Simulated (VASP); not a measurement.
# Ga (P6/mmm) in VASP: a series of runs

The runs below take Ga through single point, with PBE.

Program: VASP 6.6.1. These are calculated values, not measurements. Logs are shortened: lines on timing, memory, paths and dates and some standing lists are left out, and cuts for length are marked.

## 1. The cell of the first run

The structure is hexagonal, space group P6/mmm (No. 191). Conventional cell: a = 2.469 Å, b = 2.469 Å, c = 2.385 Å, α = 90.00°, β = 90.00°, γ = 120.00°. Ga (site symmetry 6/mmm) has 8 Ga at 2.39 to 2.47 Å within 3.2 Å.

## 2. Single point, PBE

INCAR

```
SYSTEM = Ga
PREC = Accurate
ENCUT = 520
EDIFF = 1E-6
ISMEAR = -1
SIGMA = 0.05
LREAL = .FALSE.
LASPH = .TRUE.
NELM = 100
ALGO = Normal
ISIF = 2
LWAVE = .FALSE.
LCHARG = .TRUE.
GGA = PE
LELF = .TRUE.
LVHAR = .TRUE.
NBANDS = 12
```

KPOINTS

```
Automatic mesh
0
G
  17 17 15
  0 0 0
```

POSCAR

```
Ga
1.0
    2.4693257344      0.0000000000      0.0000000000
   -1.2346628672      2.1384988162      0.0000000000
    0.0000000000      0.0000000000      2.3852665970
Ga
1
Direct
    0.0000000000      0.0000000000      0.0000000000
```

Potentials or basis: VASP PAW PBE potentials, release 64 (Ga_d).

The run is started by

```bash
cat potpaw_PBE.64/Ga_d/POTCAR > POTCAR
mpirun -np 1 vasp_std > vasp.out
```

OUTCAR:

```text
SYSTEM = Ga
   PREC = Accurate
   ENCUT = 520
   EDIFF = 1E-6
   ISMEAR = -1
   LREAL = .FALSE.
   LASPH = .TRUE.
   NELM = 100
   ISIF = 2
   GGA = PE

 ion  position               nearest neighbor table
   1  0.000  0.000  0.000-

  LATTYP: Found a hexagonal cell.
 ALAT       =     2.4693257344
 C/A-ratio  =     0.9659586679

  Lattice vectors:

 A1 = (   2.4693257344,   0.0000000000,   0.0000000000)
 A2 = (  -1.2346628672,   2.1384988162,   0.0000000000)
 A3 = (   0.0000000000,   0.0000000000,   2.3852665970)

Analysis of symmetry for initial positions (statically):
=====================================================================
 Subroutine PRICEL returns:
 Original cell was already a primitive cell.

 Routine SETGRP: Setting up the symmetry group for a
 hexagonal supercell.

 Subroutine GETGRP returns: Found 24 space group operations
 (whereof 24 operations were pure point group operations)
 out of a pool of 24 trial point group operations.

The static configuration has the point symmetry D_6h.

Analysis of symmetry for dynamics (positions and initial velocities):
=====================================================================
 Subroutine PRICEL returns:
 Original cell was already a primitive cell.

 Routine SETGRP: Setting up the symmetry group for a
 hexagonal supercell.

 Subroutine GETGRP returns: Found 24 space group operations
 (whereof 24 operations were pure point group operations)
 out of a pool of 24 trial point group operations.

The dynamic configuration has the point symmetry D_6h.

 Subroutine INISYM returns: Found 24 space group operations
 (whereof 24 operations are pure point group operations),
 and found     1 'primitive' translations

----------------------------------------------------------------------------------------

                                     Primitive cell

  volume of cell :      12.5958

  direct lattice vectors                    reciprocal lattice vectors
     2.469325734  0.000000000  0.000000000     0.404968849  0.233808874  0.000000000
    -1.234662867  2.138498816  0.000000000     0.000000000  0.467617748  0.000000000
     0.000000000  0.000000000  2.385266597     0.000000000  0.000000000  0.419240349

  length of vectors
     2.469325734  2.469325734  2.385266597     0.467617748  0.467617748  0.419240349

  position of ions in fractional coordinates (direct lattice)
     0.000000000  0.000000000  0.000000000

  ion indices of the primitive-cell ions
   primitive index   ion index
[... 79 lines left out ...]
   ISIF   =      2    stress and relaxation
   ISYM   =      2    0-nonsym 1-usesym 2-fastsym
   POTIM  = 0.5000    time-step for ionic-motion
   TEBEG  =    0.0;   TEEND  =   0.0 temperature during run
   PSTRESS=    0.0 pullay stress
   NELECT =      13.0000    total number of electrons
   NUPDOWN=      -1.0000    fix difference up-down
   EMIN   =  10.00;   EMAX   =-10.00  energy-range for DOS
   EFERMI =   0.00;   METHOD = LEGACY
   ISMEAR =    -1;   SIGMA  =   0.05  broadening in eV -4-tet -1-fermi 0-gaus
   EFERMI_NEDOS =   21; number of points for ismear=-14 and -15
   IALGO  =     38    algorithm
   IMIX   =      4    mixing-type and parameters
     AMIX     =   0.40;   BMIX     =  1.00
     AMIX_MAG =   1.60;   BMIX_MAG =  1.00
  volume/ion in A,a.u.               =      12.60        85.00
  Fermi-wavevector in a.u.,A,eV,Ry     =   1.654428  3.126415 37.240937  2.737132
  Thomas-Fermi vector in A             =   2.742697
   LORBIT       =      0    0 simple, 1 ext, 2 COOP (PROOUT), +10 PAW based schemes
   GGA     = PE    functional components
   LHFCALC =     F    Hartree Fock is set to
   AEXX    =    0.0000 exact exchange contribution
   IVDW    =     0    specifies the selected vdW correction
   LEPSILON=     F    determine dielectric tensor
   LRPA    =     F    only Hartree local field effects (RPA)
 non-spin polarized calculation
  energy-cutoff  :      520.00
  volume of cell :       12.60
 maximum number of plane-waves:       352
   NGX =  9   NGY =  9   NGZ =  9

 number of electron      13.0000012 magnetization

 Free energy of the ion-electron system (eV)
  ---------------------------------------------------
  ext. energy  EPLUGINS =         0.00000000
  ---------------------------------------------------
  free energy    TOTEN  =        -2.00087326 eV

  energy without entropy =       -1.99760425  energy(sigma->0) =       -1.99923876

 E-fermi :   9.8358     XC(G=0): -13.1527

 val. band max:        9.8161556502   @ k =   0.3529   0.0588   0.2000
 cond. band min:       9.8817586364   @ k =   0.2941   0.2941   0.2000
 fundamental gap:      0.0656029862
 Fermi energy:         9.8358208371

 k-point     1 :       0.0000    0.0000    0.0000
  band No.  band energies     occupation
      1      -6.3551      2.00000
      2      -5.7199      2.00000
      3      -5.7199      2.00000
      4      -5.0544      2.00000
      5      -5.0544      2.00000
      6      -4.6789      2.00000
      7      20.9479      0.00000
      8      24.7418      0.00000
      9      26.7446      0.00000
     10      26.7446      0.00000
     11      28.7418      0.00000
     12      30.6875      0.00000
[... 331 lines left out ...]
 k-point    24 :       0.1765    0.1765    0.0000
  band No.  band energies     occupation
      1      -6.1153      2.00000
      2      -5.8962      2.00000
      3      -5.3887      2.00000
      4      -5.2896      2.00000
      5      -5.1319      2.00000
      6      -1.3308      2.00000
      7      14.5358      0.00000
      8      15.2012      0.00000
      9      24.5267      0.00000
     10      27.4772      0.00000
     11      31.3521      0.00000
     12      34.1091      0.00000

 [... further k-points ...]

------------------------ aborting loop because EDIFF is reached ----------------------------------------

  FORCE on cell =-STRESS in cart. coord.  units (eV):
  Direction    XX          YY          ZZ          XY          YZ          ZX
  --------------------------------------------------------------------------------------
  -------------------------------------------------------------------------------------
  Total        4.9058481      4.9058481      4.8937296      0.0000000      0.0000000      0.0000000
  in kB      624.0226507    624.0226507    622.4811808      0.0000000      0.0000000      0.0000000
  external PRESSURE =     623.5088274 kB  Pullay stress =       0.0000000 kB

 VOLUME and BASIS-vectors are now :
 -----------------------------------------------------------------------------
  energy-cutoff  :      520.00
  volume of cell :       12.60
      direct lattice vectors                 reciprocal lattice vectors
     2.469325734  0.000000000  0.000000000     0.404968849  0.233808874  0.000000000
    -1.234662867  2.138498816  0.000000000     0.000000000  0.467617748  0.000000000
     0.000000000  0.000000000  2.385266597     0.000000000  0.000000000  0.419240349

 POSITION                                       TOTAL-FORCE (eV/Angst)
 -----------------------------------------------------------------------------------
      0.00000      0.00000      0.00000        -0.000000      0.000000      0.000000
 -----------------------------------------------------------------------------------
    total drift:                                0.000000      0.000000      0.000000

  FREE ENERGIE OF THE ION-ELECTRON SYSTEM (eV)
  ---------------------------------------------------
  free  energy   TOTEN  =        -2.0008732616 eV

  energy  without entropy=       -1.9976042543  energy(sigma->0) =       -1.99923876
```

Run time: 26 s. Hardware: 1 thread of Intel Xeon Platinum 8488C (Sapphire Rapids), shared host; peak memory 0.14 GiB.

Results:

```
Free energy : -2.0009 eV
Pressure    : 62.4 GPa
```

Stress tensor (GPa, compression positive):
```
62.40  0.00  0.00
 0.00 62.40  0.00
 0.00  0.00 62.25
```

Levels at points of the mesh, in eV from the Fermi level:
| k point | band 2 | band 3 | band 4 | band 5 | band 6 | band 7 | band 8 | band 9 | band 10 | band 11 |
| --- | --- | --- | --- | --- | --- | --- | --- | --- | --- | --- |
| (0.00, 0.00, 0.00) | -15.56 | -15.56 | -14.89 | -14.89 | -14.51 | 11.11 | 14.91 | 16.91 | 16.91 | 18.91 |

## 3. Single point, PBE

INCAR

```
ALGO = Normal
EDIFF = 1E-7
ENCUT = 520
GGA = PE
ISIF = 2
ISMEAR = -1
LASPH = True
LCHARG = True
LELF = True
LREAL = False
LVHAR = True
LWAVE = False
NBANDS = 12
NELM = 100
PREC = Accurate
SIGMA = 0.05
```

KPOINTS

```
k-points
0
Gamma
  17 17 15
```

POSCAR is that of step 2.

Potentials or basis: VASP PAW PBE potentials, release 64 (Ga_d).

The run is started by

```bash
cat potpaw_PBE.64/Ga_d/POTCAR > POTCAR
mpirun -np 1 vasp_std > vasp.out
```

OUTCAR:

```text
EDIFF = 1E-7
   ENCUT = 520
   GGA = PE
   ISIF = 2
   ISMEAR = -1
   LASPH = True
   LREAL = False
   NELM = 100
   PREC = Accurate

 ion  position               nearest neighbor table
   1  0.000  0.000  0.000-

  LATTYP: Found a hexagonal cell.
 ALAT       =     2.4693257344
 C/A-ratio  =     0.9659586679

  Lattice vectors:

 A1 = (   2.4693257344,   0.0000000000,   0.0000000000)
 A2 = (  -1.2346628672,   2.1384988162,   0.0000000000)
 A3 = (   0.0000000000,   0.0000000000,   2.3852665970)

Analysis of symmetry for initial positions (statically):
=====================================================================
 Subroutine PRICEL returns:
 Original cell was already a primitive cell.

 Routine SETGRP: Setting up the symmetry group for a
 hexagonal supercell.

 Subroutine GETGRP returns: Found 24 space group operations
 (whereof 24 operations were pure point group operations)
 out of a pool of 24 trial point group operations.

The static configuration has the point symmetry D_6h.

Analysis of symmetry for dynamics (positions and initial velocities):
[... 166 lines left out ...]
      2      -5.7199      2.00000
      3      -5.7199      2.00000
      4      -5.0544      2.00000
      5      -5.0544      2.00000
      6      -4.6789      2.00000
      7      20.9479      0.00000
      8      24.7418      0.00000
      9      26.7446      0.00000
     10      26.7447      0.00000
     11      28.7418      0.00000
     12      30.6875      0.00000
[... 331 lines left out ...]
 k-point    24 :       0.1765    0.1765    0.0000
  band No.  band energies     occupation
      1      -6.1153      2.00000
      2      -5.8961      2.00000
      3      -5.3887      2.00000
      4      -5.2896      2.00000
      5      -5.1319      2.00000
      6      -1.3308      2.00000
      7      14.5358      0.00000
      8      15.2012      0.00000
      9      24.5267      0.00000
     10      27.4772      0.00000
     11      31.3521      0.00000
     12      34.1091      0.00000

 [... further k-points ...]

------------------------ aborting loop because EDIFF is reached ----------------------------------------

  FORCE on cell =-STRESS in cart. coord.  units (eV):
  Direction    XX          YY          ZZ          XY          YZ          ZX
  --------------------------------------------------------------------------------------
  -------------------------------------------------------------------------------------
  Total        4.9044377      4.9044377      4.8921672     -0.0000000      0.0000000      0.0000000
  in kB      623.8432486    623.8432486    622.2824434     -0.0000000      0.0000000      0.0000000
  external PRESSURE =     623.3229802 kB  Pullay stress =       0.0000000 kB

 VOLUME and BASIS-vectors are now :
 -----------------------------------------------------------------------------
  energy-cutoff  :      520.00
  volume of cell :       12.60
      direct lattice vectors                 reciprocal lattice vectors
     2.469325734  0.000000000  0.000000000     0.404968849  0.233808874  0.000000000
    -1.234662867  2.138498816  0.000000000     0.000000000  0.467617748  0.000000000
     0.000000000  0.000000000  2.385266597     0.000000000  0.000000000  0.419240349

 POSITION                                       TOTAL-FORCE (eV/Angst)
 -----------------------------------------------------------------------------------
      0.00000      0.00000      0.00000         0.000000      0.000000      0.000000
 -----------------------------------------------------------------------------------
    total drift:                                0.000000      0.000000      0.000000

  FREE ENERGIE OF THE ION-ELECTRON SYSTEM (eV)
  ---------------------------------------------------
  free  energy   TOTEN  =        -2.0008732603 eV

  energy  without entropy=       -1.9976042450  energy(sigma->0) =       -1.99923875
```

OSZICAR:

```text
N       E                     dE             d eps       ncg     rms          rms(c)
DAV:   1     0.400000232028E+02    0.40000E+02   -0.65867E+03  7436   0.211E+03
DAV:   2    -0.585885939175E+00   -0.40586E+02   -0.38760E+02  6612   0.252E+02
DAV:   3    -0.204252818213E+01   -0.14566E+01   -0.14538E+01  7296   0.414E+01
DAV:   4    -0.205152891715E+01   -0.90007E-02   -0.89997E-02  7148   0.321E+00
DAV:   5    -0.205161038408E+01   -0.81467E-04   -0.81465E-04  7584   0.294E-01    0.165E+00
DAV:   6    -0.201272539205E+01    0.38885E-01   -0.74248E-02  7812   0.697E+00    0.798E-01
DAV:   7    -0.200226665902E+01    0.10459E-01   -0.12760E-02  7916   0.245E+00    0.195E-01
DAV:   8    -0.200087273570E+01    0.13939E-02   -0.16063E-03  7512   0.742E-01    0.186E-02
DAV:   9    -0.200087557006E+01   -0.28344E-05   -0.12661E-05  7384   0.462E-02    0.493E-03
DAV:  10    -0.200087357174E+01    0.19983E-05   -0.87466E-07  7396   0.193E-02    0.837E-04
DAV:  11    -0.200087326545E+01    0.30629E-06   -0.59519E-08  5184   0.431E-03    0.103E-04
DAV:  12    -0.200087326030E+01    0.51482E-08   -0.57443E-09  3984   0.102E-03
   1 F= -.20008733E+01 E0= -.19992388E+01  d E =-.326902E-02
```

It took 29 s on 1 thread of Intel Xeon Platinum 8488C (Sapphire Rapids), shared host; peak memory 0.15 GiB.

What came out:

```yaml
Free_energy: -2.0009 eV
Pressure: 62.3 GPa
```

## 4. Single point, PBE

This run uses another cell than the first one, of 14.53 Å³/atom, 1.154 times its volume.

INCAR

```
PREC = Accurate
ENCUT = 520
EDIFF = 1E-7
ISMEAR = -1
SIGMA = 0.05
LREAL = False
LASPH = True
NELM = 100
ALGO = Normal
ISIF = 2
LWAVE = False
LCHARG = True
GGA = PE
LELF = True
LVHAR = True
NBANDS = 12
```

KPOINTS

```
Automatic mesh
0
Gamma
  17 17 15
```

POSCAR

```
Ga
1.0
    2.5944977070      0.0000000000      0.0000000000
   -1.2972488535      2.2469009243      0.0000000000
    0.0000000000      0.0000000000      2.4930731170
Ga
1
Direct
    0.0000000000      0.0000000000      0.0000000000
```

The run is started by

```bash
cat potpaw_PBE.64/Ga_d/POTCAR > POTCAR
mpirun -np 1 vasp_std > vasp.out
```

Wall time 29 s (1 thread of Intel Xeon Platinum 8488C (Sapphire Rapids), shared host); peak memory 0.15 GiB.

Results (log left out):

```
Free energy : -2.5329 eV
Pressure    : 29.3 GPa
```

Levels at points of the mesh, in eV from the Fermi level:
```tsv
k point	band 4	band 5	band 6	band 7	band 8	band 9
(0.00, 0.00, 0.00)	-14.71	-14.71	-13.10	10.28	13.80	14.90
```
